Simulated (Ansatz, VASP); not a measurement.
One calculation of C, two programs

```
C
1.0
     0.00000    1.67213    2.00656
     1.67213    0.00000    2.00656
     1.67213    1.67213    0.00000
C
2
Direct
  0.50000 0.50000 0.50000
  0.75000 0.75000 0.75000
```

Alike in both runs: task single point; functional PBEsol; k mesh 12 × 12 × 12; occupations gaussian, width 0.05 eV; no spin polarisation.

|  | VASP | Ansatz |
| --- | --- | --- |
| version | VASP 6.6.1 | Ansatz 0.2.0 |
| potentials or method | VASP PAW PBE potentials, release 64 (C_h), cutoff 910 eV | scalar-relativistic, plane waves, PAW |
| valence electrons in the cell | 8 | 8 |

```tsv
	VASP	Ansatz	Ansatz less VASP
gap on the k mesh at the Fermi level (eV)	1.76	1.76	+0.004
least direct gap on the mesh (eV)	4.02	4.02	0.000
```

VASP's potentials were made for PBE, not for PBEsol.

Noted on VASP's run: the cutoff is short for stress, so the pressure is rough.
